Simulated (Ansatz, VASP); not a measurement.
## NiGe2O5: VASP beside Ansatz

```
CELL_PARAMETERS angstrom
3.82310 0.00000 0.00000
0.00000 3.82310 0.00000
0.00000 0.00000 7.10625
ATOMIC_POSITIONS crystal
Ni 0.50000 0.50000 0.50000
Ge 0.00000 0.00000 0.00000
Ge 0.00000 0.00000 0.50000
O 0.00000 0.00000 0.76048
O 0.00000 0.00000 0.23952
O 0.50000 0.00000 0.50000
O 0.00000 0.50000 0.50000
O 0.50000 0.50000 0.00000
```

Alike in both runs: functional PBE; k mesh 8 × 8 × 6; occupations gaussian, width 0.1 eV; collinear spin.

Ansatz relaxed the structure, and its values are those at the end. VASP's run is a single point on that final structure, the one shown.

|  | VASP | Ansatz |
| --- | --- | --- |
| version | VASP 6.6.1 | Ansatz 0.2.0 |
| potentials or method | VASP PAW PBE potentials, release 64 (Ni, Ge_d, O), cutoff 520 eV | scalar-relativistic, plane waves, PAW |
| valence electrons in the cell | 68 | 76 |

Ansatz gave:

```
gap on the k mesh at the Fermi level (eV)                     : none
pressure (GPa)                                                : 0.0
rms of the force components (eV/Å)                            : 0.000
net moment per atom (μB)                                      : 0.19
size of the moment on the site where the two differ most (μB) : 0.43
```

Question: Which values does VASP return?

Answer: gap on the k mesh at the Fermi level (eV): none; pressure (GPa): -0.8; rms of the force components (eV/Å): 0.054; net moment per atom (μB): 0.14; size of the moment on the site where the two differ most (μB): 0.02.

Site moments also hang on the region over which each program counts them. A gap of «none» marks a metal or a gap that the smearing closes. VASP's potentials hold 68 valence electrons a cell and Ansatz's 76, so a difference there can come from the potentials and not from the codes.
